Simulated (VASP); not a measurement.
V: single point with PBE

Crystal: V.

```
CELL_PARAMETERS angstrom
2.48122 0.00000 0.00000
0.00000 2.48122 0.00000
0.00000 0.00000 2.48122
ATOMIC_POSITIONS crystal
V 0.00000 0.00000 0.00000
```

```json
{"Program": "VASP 6.6.1", "Task": "single point", "Functional": "PBE", "Potentials or basis": "VASP PAW PBE potentials, release 64 (V_sv)", "Cutoff": "520 eV", "k mesh": "44 × 44 × 44", "Occupations": "fermi-dirac, width 0.0612256 eV", "Spin": "no spin polarisation", "Dipole correction": "no", "Further INCAR settings": "ALGO = Normal; EDIFF = 1e-06; NBANDS = 12"}
```

```json
{"Pressure": "-4.8 GPa"}
```

Levels at points of the mesh, in eV from the Fermi level:
```tsv
k point	band 4	band 5	band 6	band 7	band 8	band 9	band 10	band 11
(0.00, 0.00, 0.00)	-37.21	-6.25	-2.02	-2.02	3.35	3.35	3.35	17.79
(0.50, 0.00, 0.00)	-37.12	-2.22	-1.29	-0.21	1.47	1.47	3.52	7.38
(0.50, 0.50, 0.00)	-37.05	-3.34	-0.69	1.88	1.88	4.51	5.88	5.88
(0.50, 0.50, 0.50)	-37.88	-1.80	-1.80	-1.80	4.61	4.61	10.30	12.86
```

Wall time 110 s on 1 thread of Intel(R) Xeon(R) 6975P-C (Granite Rapids), on a shared host, peak memory 0.48 GiB.
